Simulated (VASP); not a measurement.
Wanted: the native input for a VASP 6.6.1 run.

```
Task                   : single point
Functional             : PBE
Potentials or basis    : VASP PAW PBE potentials, release 64 (Mg, O)
Cutoff                 : 520 eV
k mesh                 : 9 × 9 × 6
Occupations            : gaussian, width 0.02 eV
Spin                   : no spin polarisation
Dipole correction      : no
Further INCAR settings : ALGO = Normal; EDIFF = 1e-06; NBANDS = 16
```

The structure of MgO lies in POSCAR:

```
MgO
1.0
    3.2055432907      0.0000000000      0.1151771429
   -1.6027716454      2.9097454447     -0.0575885714
    0.1735039397      0.0000000000      5.1942555104
Mg O
2 2
Direct
    0.3404437583      0.6763350241     -0.0017788986
    0.6641087442      0.3236649759      0.4982211014
    0.3289251220      0.6624027565      0.4063788986
    0.6665223755      0.3375972435      0.9063788986
```

This cell differs from its parent crystal: strained and its atoms moved.

One way to write it, as run:

INCAR

```
PREC = Accurate
ENCUT = 520
EDIFF = 1E-6
ISMEAR = 0
SIGMA = 0.02
LREAL = F
LASPH = T
NELM = 100
ALGO = Normal
ISIF = 2
LWAVE = F
LCHARG = F
GGA = PE
NBANDS = 16
```

KPOINTS

```
Automatic mesh
0
Gamma
  9 9 6
```

Potentials or basis: VASP PAW PBE potentials, release 64 (Mg, O).

Launch:

```bash
$ cat potpaw_PBE.64/Mg/POTCAR potpaw_PBE.64/O/POTCAR > POTCAR
$ mpirun -np 1 vasp_std > vasp.out
```

Results of the run:

* Pressure: 1.4 GPa
* Largest force: 0.862 eV/Å
* Band gap on the k mesh: 3.26 eV

Caveat: the cell differs from its parent crystal (strained and its atoms moved); the stress differs along the axes, from -6 to 9 GPa.

Run time: 2.1 min on 1 thread of Intel Xeon 8259CL, with other jobs on the host, peak memory 0.24 GiB.
